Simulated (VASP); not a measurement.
A run of VASP 6.6.1 is set up as follows.

INCAR

```
PREC = Accurate ; ENCUT = 600
EDIFF = 1E-6 ; ISMEAR = 0
SIGMA = 0.1 ; LREAL = False
LASPH = True ; NELM = 120
ALGO = Normal ; ISIF = 2
LWAVE = False ; LCHARG = False
GGA = PE ; NBANDS = 16
GGA_COMPAT = False
```

KPOINTS

```
regular mesh
0
Gamma
  8 8 8
```

The input POSCAR:

```
ZnO
1.0
    0.0000000000      2.1400000000      2.1400000000
    2.1400000000      0.0000000000      2.1400000000
    2.1400000000      2.1400000000      0.0000000000
Zn O
1 1
Direct
    0.0000000000      0.0000000000      0.0000000000
    0.5000000000      0.5000000000      0.5000000000
```

Potentials or basis: VASP PAW PBE potentials, release 64 (Zn, O).

The run is started by

```bash
$ cat potpaw_PBE.64/Zn/POTCAR potpaw_PBE.64/O/POTCAR > POTCAR
$ mpirun -np 1 vasp_std > vasp.out
```

(1) Estimate the band gap on the k mesh.

(2) Predict the pressure.

## Answers

(1) 0.88 eV (least direct gap 2.24 eV).

(2) 7.1 GPa.

Caveat: the cell stands under pressure.
